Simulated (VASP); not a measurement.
Runs of VASP 6.6.1 on As3Se2. The structure is that of space group P-6m2 (No. 187), or close to it. The cells are those of the table. 

```tsv
task	cell	k mesh	cutoff (eV)	gap on the mesh (eV)	pressure (GPa)	relaxed volume (Å³/atom)	largest force (eV/Å)
relaxation of cell and atoms	relaxed from a = 4.791, b = 4.791, c = 5.586 Å, angles 90.0, 90.0, 120.0°, 5 atoms	12 × 12 × 8	600	none	0.0	22.27	-
relaxation of cell and atoms	relaxed from a = 4.841, b = 4.841, c = 5.945 Å, angles 90.0, 90.0, 120.0°, 5 atoms	6 × 6 × 4	600	none	-0.1	(c)	-
single point	a = 4.749, b = 4.749, c = 5.697 Å, angles 90.0, 90.0, 120.0°, 5 atoms	12 × 12 × 8	520	none	0.1	-	0.04
single point	a = 4.791, b = 4.791, c = 5.586 Å, angles 90.0, 90.0, 120.0°, 5 atoms	6 × 6 × 4	520	none	(b)	-	(a)
single point	a = 4.841, b = 4.841, c = 5.945 Å, angles 90.0, 90.0, 120.0°, 5 atoms	6 × 6 × 4	520	none	-4.7	-	0.28
```

Alike in all rows: level PBE; potentials or basis VASP PAW PBE potentials, release 64 (As, Se); no spin polarisation; smearing gaussian 0.1 eV.

Question: Fill in the values left out.

Answer: (a) 0.03; (b) 0.2; (c) 22.28.

A k mesh can miss the band edges, and the runs leave out spin-orbit coupling on As, Se.

A gap of «none» marks levels without a gap at the run's occupations.
